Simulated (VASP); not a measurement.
# CsSnI3: single point with PBEsol

The system is CsSnI3.

```xyz
5
Lattice="6.1948 0.0000 0.0000 0.0000 6.1948 0.0000 0.0000 0.0000 6.1948" Properties=species:S:1:pos:R:3 pbc="T T T"
Cs    0.0000    0.0000    0.0000
Sn    3.0974    3.0974    3.0974
I     0.0000    3.0974    3.0974
I     3.0974    0.0000    3.0974
I     3.0974    3.0974    0.0000
```

This cell differs from its parent crystal: volume scaled by 1.03.

```
Program                : VASP 6.6.1
Task                   : single point
Functional             : PBEsol
Potentials or basis    : VASP PAW PBE potentials, release 64 (Cs_sv, Sn_d, I)
Cutoff                 : 520 eV
k mesh                 : 6 × 6 × 6
Occupations            : gaussian, width 0.01 eV
Spin                   : no spin polarisation
Dipole correction      : no
Further INCAR settings : ALGO = Normal; EDIFF = 1e-07; NBANDS = 30
```

```yaml
Pressure: -0.5 GPa
Band_gap_on_the_k_mesh: 0.23 eV, direct
```

Levels at points of the mesh, in eV from the valence-band top:
| k point | band 20 | band 21 | band 22 | band 23 | band 24 | band 25 |
| --- | --- | --- | --- | --- | --- | --- |
| (0.00, 0.00, 0.00) | -2.21 | -2.21 | -2.21 | 2.03 | 2.99 | 2.99 |
| (0.50, 0.00, 0.00) | -2.34 | -2.34 | -1.60 | 1.03 | 3.62 | 3.77 |
| (0.50, 0.50, 0.00) | -2.57 | -1.78 | -0.79 | 0.70 | 0.70 | 3.93 |
| (0.50, 0.50, 0.50) | -1.76 | -1.76 | 0.00 | 0.23 | 0.23 | 0.23 |

It took 68 s on 1 thread of Intel(R) Xeon(R) 6975P-C (Granite Rapids), with other jobs on the host, peak memory 0.41 GiB.

Caveat: the PAW data sets were made with another functional, which shifts forces and pressure a little; spin-orbit coupling is left out, which moves the levels of the heavy elements. A k mesh can miss the band edges.
